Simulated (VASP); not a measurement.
# MgO (Fm-3m) in VASP: a series of runs

Runs on MgO. Level: r2SCAN. Tasks: single point, relaxation of cell and atoms.

All numbers are computed with VASP 6.6.1; they aren't measurements. Logs are shortened: lines on timing, memory, paths and dates and some standing lists are left out, and cuts for length are marked.

**What was measured.**

“Electronic structure of alkaline earth and post-transition metal oxides”, 2009, arxiv:0908.1581 quotes, for a bulk crystal of MgO: band gap 7.83 eV.

The runs below are set against these values where they give the same quantity.

## Step 1: The cell of the first run

Symmetry: Fm-3m, No. 225, cubic system. Conventional cell: a = 4.208 Å, b = 4.208 Å, c = 4.208 Å, α = 90.00°, β = 90.00°, γ = 90.00°. Mg (site symmetry m-3m) has 6 O at 2.10 Å within 2.8 Å. Within 2.8 Å of O (site symmetry m-3m) lie 6 Mg at 2.10 Å.

## Step 2: Single point, r2SCAN

POSCAR

```
MgO
1.0
    0.0000000000      2.1037650690      2.1037650690
    2.1037650690      0.0000000000      2.1037650690
    2.1037650690      2.1037650690      0.0000000000
Mg O
1 1
Direct
    0.0000000000      0.0000000000      0.0000000000
    0.5000000000      0.5000000000      0.5000000000
```

INCAR.step1

```
PREC     = Accurate       # precision mode
ENCUT    = 920            # plane-wave cutoff, eV
ISMEAR   = 0              # smearing method
SIGMA    = 0.02           # smearing width, eV
LREAL    = False          # projectors in reciprocal space
LASPH    = True           # aspherical terms in the spheres
NELM     = 120            # most SCF steps
NBANDS   = 15             # bands
GGA      = PE             # functional
ALGO     = Normal         # electronic algorithm
EDIFF    = 1E-5           # SCF threshold, eV
LWAVE    = True           # write WAVECAR
LCHARG   = False          # write CHGCAR
GGA_COMPAT= False
```

INCAR.step2

```
PREC     = Accurate       # precision mode
ENCUT    = 920            # plane-wave cutoff, eV
EDIFF    = 1E-6           # SCF threshold, eV
ISMEAR   = 0              # smearing method
SIGMA    = 0.02           # smearing width, eV
LREAL    = False          # projectors in reciprocal space
LASPH    = True           # aspherical terms in the spheres
NELM     = 120            # most SCF steps
ALGO     = Normal         # electronic algorithm
ISIF     = 2              # what is computed and relaxed
LWAVE    = False          # write WAVECAR
LCHARG   = True           # write CHGCAR
METAGGA  = R2SCAN         # meta-GGA
LMIXTAU  = True         
LELF     = True           # ELF
LVHAR    = True         
NBANDS   = 15             # bands
ISTART   = 1            
GGA_COMPAT= False
```

KPOINTS

```
regular mesh
0
Gamma
  10 10 10
```

Potentials or basis: VASP PAW PBE potentials, release 64 (Mg_sv, O).

The run is started by

```sh
$ cat potpaw_PBE.64/Mg_sv/POTCAR potpaw_PBE.64/O/POTCAR > POTCAR
$ cp INCAR.step1 INCAR
$ mpirun -np 1 vasp_std > vasp.out
$ cp INCAR.step2 INCAR
$ mpirun -np 1 vasp_std > vasp.out
```

OUTCAR:

```text
PREC = Accurate
   ENCUT = 920
   EDIFF = 1E-6
   ISMEAR = 0
   LREAL = False
   LASPH = True
   NELM = 120
   ISIF = 2
   METAGGA = R2SCAN
   ISTART = 1

 ion  position               nearest neighbor table
   1  0.000  0.000  0.000-   2 2.10   2 2.10   2 2.10   2 2.10   2 2.10   2 2.10
   2  0.500  0.500  0.500-   1 2.10   1 2.10   1 2.10   1 2.10   1 2.10   1 2.10

  LATTYP: Found a face centered cubic cell.
 ALAT       =     4.2075301380

  Lattice vectors:

 A1 = (   0.0000000000,   2.1037650690,   2.1037650690)
 A2 = (   2.1037650690,   0.0000000000,   2.1037650690)
 A3 = (   2.1037650690,   2.1037650690,   0.0000000000)

Analysis of symmetry for initial positions (statically):
=====================================================================
 Subroutine PRICEL returns:
 Original cell was already a primitive cell.

 Routine SETGRP: Setting up the symmetry group for a
 face centered cubic supercell.

 Subroutine GETGRP returns: Found 48 space group operations
 (whereof 48 operations were pure point group operations)
 out of a pool of 48 trial point group operations.

The static configuration has the point symmetry O_h .

Analysis of symmetry for dynamics (positions and initial velocities):
=====================================================================
 Subroutine PRICEL returns:
 Original cell was already a primitive cell.

 Routine SETGRP: Setting up the symmetry group for a
 face centered cubic supercell.

 Subroutine GETGRP returns: Found 48 space group operations
 (whereof 48 operations were pure point group operations)
 out of a pool of 48 trial point group operations.

The dynamic configuration has the point symmetry O_h .

 Subroutine INISYM returns: Found 48 space group operations
 (whereof 48 operations are pure point group operations),
 and found     1 'primitive' translations

----------------------------------------------------------------------------------------

                                     Primitive cell

  volume of cell :      18.6218

  direct lattice vectors                    reciprocal lattice vectors
     0.000000000  2.103765069  2.103765069    -0.237669124  0.237669124  0.237669124
     2.103765069  0.000000000  2.103765069     0.237669124 -0.237669124  0.237669124
     2.103765069  2.103765069  0.000000000     0.237669124  0.237669124 -0.237669124

  length of vectors
     2.975173093  2.975173093  2.975173093     0.411654997  0.411654997  0.411654997

  position of ions in fractional coordinates (direct lattice)
     0.000000000  0.000000000  0.000000000
     0.500000000  0.500000000  0.500000000

  ion indices of the primitive-cell ions
   primitive index   ion index
                 1           1
                 2           2

----------------------------------------------------------------------------------------

 KPOINTS: regular mesh

Automatic generation of k-mesh.
 Grid dimensions read from file:
 generate k-points for:   10   10   10

 Generating k-lattice:

  Cartesian coordinates                     Fractional coordinates (reciprocal lattice)
    -0.023766912  0.023766912  0.023766912     0.100000000  0.000000000  0.000000000
     0.023766912 -0.023766912  0.023766912     0.000000000  0.100000000  0.000000000
     0.023766912  0.023766912 -0.023766912     0.000000000  0.000000000  0.100000000

  Length of vectors
     0.041165500  0.041165500  0.041165500

  Shift w.r.t. Gamma in fractional coordinates (k-lattice)
     0.000000000  0.000000000  0.000000000

 Subroutine IBZKPT returns following result:
 ===========================================

 Found     47 irreducible k-points:

 Following reciprocal coordinates:
            Coordinates               Weight
  0.000000  0.000000  0.000000      1.000000
  0.100000  0.000000  0.000000      8.000000
  0.200000  0.000000  0.000000      8.000000
  0.300000  0.000000  0.000000      8.000000
  0.400000  0.000000  0.000000      8.000000
  0.500000  0.000000  0.000000      4.000000
[... 16 lines left out ...]
  0.300000  0.300000  0.000000      6.000000
  0.400000  0.300000  0.000000     24.000000
 [... further k-points ...]
   k-points           NKPTS =     47   k-points in BZ     NKDIM =     47   number of bands    NBANDS=     15
   number of dos      NEDOS =    301   number of ions     NIONS =      2
   total plane-waves  NPLWV =  27000
   dimension x,y,z NGX =    30 NGY =   30 NGZ =   30
   dimension x,y,z NGXF=    60 NGYF=   60 NGZF=   60
   ions per type =               1   1
   NGX,Y,Z   is equivalent  to a cutoff of  16.76, 16.76, 16.76 a.u.
   NGXF,Y,Z  is equivalent  to a cutoff of  33.53, 33.53, 33.53 a.u.
 SYSTEM =  unknown system
   PREC   = accura    normal or accurate (medium, high low for compatibility)
   ISTART =      1    job   : 0-new  1-cont  2-samecut
   ICHARG =      0    charge: 1-file 2-atom 10-const
   ISPIN  =      1    spin polarized calculation?
   LNONCOLLINEAR =      F non collinear calculations
   LSORBIT =      F    spin-orbit coupling
   LASPH  =      T    aspherical Exc in radial PAW
   ENCUT  =  920.0 eV  67.62 Ry    8.22 a.u.   7.36  7.36  7.36*2*pi/ulx,y,z
   NELM   =    120;   NELMIN=  2; NELMDL=  0     # of ELM steps
   EDIFF  = 0.1E-05   stopping-criterion for ELM
   LREAL  =      F    real-space projection
   EDIFFG = 0.1E-04   stopping-criterion for IOM
   NSW    =      0    number of steps for IOM
   IBRION =     -1    ionic relax: 0-MD 1-quasi-New 2-CG
   NFREE  =      0    steps in history (QN), initial steepest desc. (CG)
   ISIF   =      2    stress and relaxation
   ISYM   =      2    0-nonsym 1-usesym 2-fastsym
   POTIM  = 0.5000    time-step for ionic-motion
   TEBEG  =    0.0;   TEEND  =   0.0 temperature during run
   PSTRESS=    0.0 pullay stress
   NELECT =      16.0000    total number of electrons
   NUPDOWN=      -1.0000    fix difference up-down
   EMIN   =  10.00;   EMAX   =-10.00  energy-range for DOS
   EFERMI =   0.00;   METHOD = LEGACY
   ISMEAR =     0;   SIGMA  =   0.02  broadening in eV -4-tet -1-fermi 0-gaus
   EFERMI_NEDOS =   21; number of points for ismear=-14 and -15
   IALGO  =     38    algorithm
   IMIX   =      4    mixing-type and parameters
     AMIX     =   0.40;   BMIX     =  1.00
     AMIX_MAG =   1.60;   BMIX_MAG =  1.00
  volume/ion in A,a.u.               =       9.31        62.83
  Fermi-wavevector in a.u.,A,eV,Ry     =   1.556351  2.941077 32.956424  2.422229
  Thomas-Fermi vector in A             =   2.660160
   LORBIT       =      0    0 simple, 1 ext, 2 COOP (PROOUT), +10 PAW based schemes
   METAGGA = R2SCAN    functional components
   LHFCALC =     F    Hartree Fock is set to
   AEXX    =    0.0000 exact exchange contribution
   IVDW    =     0    specifies the selected vdW correction
   LEPSILON=     F    determine dielectric tensor
   LRPA    =     F    only Hartree local field effects (RPA)
 non-spin polarized calculation
 Gauss-broadening in eV      SIGMA  =   0.02
  energy-cutoff  :      920.00
  volume of cell :       18.62
 maximum number of plane-waves:      1243
 NGX is ok and might be reduce to    30
   NGX = 15   NGY = 15   NGZ = 15

 number of electron      15.9999998 magnetization

 Free energy of the ion-electron system (eV)
  ---------------------------------------------------
  ext. energy  EPLUGINS =         0.00000000
  ---------------------------------------------------
  free energy    TOTEN  =       -16.15482051 eV

  energy without entropy =      -16.15482051  energy(sigma->0) =      -16.15482051

 E-fermi :   2.7848     XC(G=0): -12.0591

 val. band max:        2.5281742852   @ k =   0.0000   0.0000   0.0000
 cond. band min:       8.2062948221   @ k =   0.0000   0.0000   0.0000
 fundamental gap:      5.6781205370
 Fermi energy:         2.7848103780

 k-point     1 :       0.0000    0.0000    0.0000
  band No.  band energies     occupation
      1     -72.4313      2.00000
      2     -37.5173      2.00000
      3     -37.5173      2.00000
      4     -37.5173      2.00000
      5     -15.6755      2.00000
      6       2.5282      2.00000
      7       2.5282      2.00000
      8       2.5282      2.00000
      9       8.2063      0.00000
     10      19.4094      0.00000
     11      19.4094      0.00000
     12      19.4094      0.00000
     13      23.5246      0.00000
     14      25.3605      0.00000
     15      25.3605      0.00000

 k-point     2 :       0.1000    0.0000    0.0000
  band No.  band energies     occupation
      1     -72.4303      2.00000
      2     -37.5257      2.00000
      3     -37.5181      2.00000
      4     -37.5181      2.00000
      5     -15.5681      2.00000
      6       1.9020      2.00000
      7       2.4583      2.00000
      8       2.4583      2.00000
      9       8.8189      0.00000
     10      18.1605      0.00000
     11      19.6647      0.00000
     12      19.6647      0.00000
     13      24.6736      0.00000
     14      24.6736      0.00000
     15      25.2416      0.00000

 k-point     3 :       0.2000    0.0000    0.0000
  band No.  band energies     occupation
      1     -72.4281      2.00000
      2     -37.5474      2.00000
      3     -37.5202      2.00000
      4     -37.5202      2.00000
      5     -15.2743      2.00000
      6       0.5874      2.00000
      7       2.2809      2.00000
      8       2.2809      2.00000
      9      10.0301      0.00000
     10      16.6501      0.00000
     11      20.1957      0.00000
     12      20.1957      0.00000
     13      23.9850      0.00000
     14      23.9850      0.00000
     15      26.4284      0.00000

 k-point     4 :       0.3000    0.0000    0.0000
  band No.  band energies     occupation
      1     -72.4256      2.00000
      2     -37.5741      2.00000
      3     -37.5227      2.00000
      4     -37.5227      2.00000
      5     -14.8811      2.00000
      6      -0.7481      2.00000
      7       2.0719      2.00000
      8       2.0719      2.00000
      9      10.9870      0.00000
     10      16.0136      0.00000
     11      20.3716      0.00000
     12      20.3716      0.00000
     13      24.4428      0.00000
     14      24.4428      0.00000
     15      25.8619      0.00000
[... 307 lines left out ...]
 k-point    22 :      -0.2000    0.2000    0.0000
  band No.  band energies     occupation
      1     -72.4246      2.00000
      2     -37.5692      2.00000
      3     -37.5385      2.00000
      4     -37.5218      2.00000
      5     -14.7696      2.00000
      6      -0.5521      2.00000
      7       1.1898      2.00000
      8       2.0651      2.00000
      9      11.9804      0.00000
     10      15.4920      0.00000
     11      18.9342      0.00000
     12      21.6909      0.00000
     13      22.1785      0.00000
     14      25.3603      0.00000
     15      29.1062      0.00000

 k-point    23 :       0.3000    0.3000    0.0000
  band No.  band energies     occupation
      1     -72.4238      2.00000
      2     -37.5665      2.00000
      3     -37.5358      2.00000
      4     -37.5358      2.00000
      5     -14.6972      2.00000
      6      -0.6128      2.00000
      7       1.5770      2.00000
      8       1.5770      2.00000
      9      12.4434      0.00000
     10      13.9251      0.00000
     11      18.2687      0.00000
     12      21.8302      0.00000
     13      21.8302      0.00000
     14      28.1141      0.00000
     15      31.6556      0.00000

 k-point    24 :       0.4000    0.3000    0.0000
  band No.  band energies     occupation
      1     -72.4222      2.00000
      2     -37.5769      2.00000
      3     -37.5411      2.00000
      4     -37.5387      2.00000
      5     -14.4602      2.00000
      6      -1.0430      2.00000
      7       1.2126      2.00000
      8       1.4259      2.00000
      9      13.1835      0.00000
     10      13.7034      0.00000
     11      17.4119      0.00000
     12      22.1220      0.00000
     13      22.3402      0.00000
     14      28.9173      0.00000
     15      31.1556      0.00000

 [... further k-points ...]
[... 5 lines left out ...]
  --------------------------------------------------------------------------------------
  -------------------------------------------------------------------------------------
  Total        0.0139177      0.0139177      0.0139177     -0.0000000     -0.0000000      0.0000000
  in kB        1.1974456      1.1974456      1.1974456     -0.0000000     -0.0000000      0.0000000
  external PRESSURE =       1.1974456 kB  Pullay stress =       0.0000000 kB

 VOLUME and BASIS-vectors are now :
 -----------------------------------------------------------------------------
  energy-cutoff  :      920.00
  volume of cell :       18.62
      direct lattice vectors                 reciprocal lattice vectors
     0.000000000  2.103765069  2.103765069    -0.237669124  0.237669124  0.237669124
     2.103765069  0.000000000  2.103765069     0.237669124 -0.237669124  0.237669124
     2.103765069  2.103765069  0.000000000     0.237669124  0.237669124 -0.237669124

 POSITION                                       TOTAL-FORCE (eV/Angst)
 -----------------------------------------------------------------------------------
      0.00000      0.00000      0.00000         0.000000      0.000000      0.000000
      2.10377      2.10377      2.10377         0.000000      0.000000      0.000000
 -----------------------------------------------------------------------------------
    total drift:                                0.000000      0.000000      0.000000

  FREE ENERGIE OF THE ION-ELECTRON SYSTEM (eV)
  ---------------------------------------------------
  free  energy   TOTEN  =       -16.1548205107 eV

  energy  without entropy=      -16.1548205107  energy(sigma->0) =      -16.15482051
```

Run time: 2.7 min. Hardware: 1 thread of AMD EPYC 7R43 (Zen 3), shared host; peak memory 0.15 GiB.

Results:

```
Free energy            : -16.1548 eV
Pressure               : 0.1 GPa
Band gap on the k mesh : 5.68 eV
```

Levels at points of the mesh, in eV from the valence-band top:
```csv
k point,band 4,band 5,band 6,band 7,band 8,band 9,band 10,band 11,band 12,band 13
"(0.00, 0.00, 0.00)",-40.05,-18.20,0.00,0.00,0.00,5.68,16.88,16.88,16.88,21.00
"(0.50, 0.00, 0.00)",-40.05,-16.92,-4.61,-0.68,-0.68,8.85,13.88,17.54,17.54,22.56
"(0.50, 0.50, 0.00)",-40.07,-16.71,-4.09,-1.37,-1.37,10.05,11.19,14.35,20.51,20.51
```

Caveat: the PAW data sets were made with another functional, which shifts forces and pressure a little.

## Step 3: Relaxation of cell and atoms, r2SCAN

This run uses another cell than the first one, of 9.59 Å³/atom.

POSCAR

```
MgO
1.0
    0.0000000000      2.1245000000      2.1245000000
    2.1245000000      0.0000000000      2.1245000000
    2.1245000000      2.1245000000      0.0000000000
Mg O
1 1
Direct
    0.0000000000      0.0000000000      0.0000000000
    0.5000000000      0.5000000000      0.5000000000
```

INCAR.step1

```
SYSTEM = MgO
ALGO = Normal
EDIFF = 1E-5
EDIFFG = -0.005
ENCUT = 920
GGA = PE
GGA_COMPAT = .False.
IBRION = 2
ISIF = 3
ISMEAR = 0
LASPH = .True.
LCHARG = .False.
LREAL = .False.
LWAVE = .True.
NELM = 120
NELMIN = 4
NSW = 100
PREC = Accurate
SIGMA = 0.02
```

INCAR.step2

```
SYSTEM = MgO
ALGO = Normal
EDIFF = 1E-7
EDIFFG = -0.002
ENCUT = 920
GGA_COMPAT = .False.
IBRION = 2
ISIF = 3
ISMEAR = 0
ISTART = 1
LASPH = .True.
LCHARG = .False.
LMIXTAU = .True.
LREAL = .False.
LWAVE = .False.
METAGGA = R2SCAN
NELM = 120
NELMIN = 4
NSW = 100
PREC = Accurate
SIGMA = 0.02
```

KPOINTS

```
k-points
0
Gamma
  10 10 10
  0 0 0
```

Potentials or basis: VASP PAW PBE potentials, release 64 (Mg_sv, O).

The run is started by

```sh
$ cat potpaw_PBE.64/Mg_sv/POTCAR potpaw_PBE.64/O/POTCAR > POTCAR
$ cp INCAR.step1 INCAR
$ mpirun -np 1 vasp_std > vasp.out
$ cp INCAR.step2 INCAR
$ mpirun -np 1 vasp_std > vasp.out
```

It took 3.2 min on 1 thread of Intel Xeon 6975P-C (Granite Rapids), shared host; peak memory 0.19 GiB.

Results (log left out):

```yaml
Free_energy: -16.1553 eV
Relaxed_volume: 9.32 Å³/atom
Relaxed_cell: a = 2.976 Å, b = 2.976 Å, c = 2.976 Å, α = 60.00°, β = 60.00°, γ = 60.00°
Space_group_after_relaxing_to_0.1_Å: Fm-3m (No. 225)
Energy_gained_by_relaxing: 3.6 meV/atom
Ionic_steps: 4
Pressure_after_relaxing: 0.0 GPa
Band_gap_on_the_k_mesh: 5.67 eV
```

Step by step:
```tsv
step	energy change (eV)	largest force (eV/Å)	pressure (GPa)	volume (Å³)
1	0.0000	0.0000	-4.42	19.18
2	-0.0062	0.0000	1.66	18.45
3	-0.0073	0.0000	-0.15	18.65
4	-0.0073	0.0000	0.00	18.64
```

Final structure:
```xyz
2
Lattice="0.0000 2.1043 2.1043 2.1043 0.0000 2.1043 2.1043 2.1043 0.0000" Properties=species:S:1:pos:R:3 pbc="T T T"
Mg    4.2086    2.1043    2.1043
O     2.1043    2.1043    2.1043
```

Levels at points of the mesh, in eV from the valence-band top:
```csv
k point,band 4,band 5,band 6,band 7,band 8,band 9,band 10,band 11,band 12
"(0.00, 0.00, 0.00)",-40.05,-18.20,0.00,0.00,0.00,5.67,16.88,16.88,16.88
"(0.50, 0.00, 0.00)",-40.06,-16.92,-4.61,-0.68,-0.68,8.85,13.87,17.54,17.54
"(0.50, 0.50, 0.00)",-40.08,-16.71,-4.08,-1.37,-1.37,10.05,11.18,14.34,20.50
```

Caveat: the PAW data sets were made with another functional, which shifts forces and pressure a little.

## Step 4: Comparison with measurements

Step 2. Measured gap of MgO: 7.83 eV (quoted in “Electronic structure of alkaline earth and post-transition metal oxides”, 2009, arxiv:0908.1581). This calculation gives 5.68 eV (-2.15 eV). The value is that of r2SCAN, without temperature or zero-point motion.
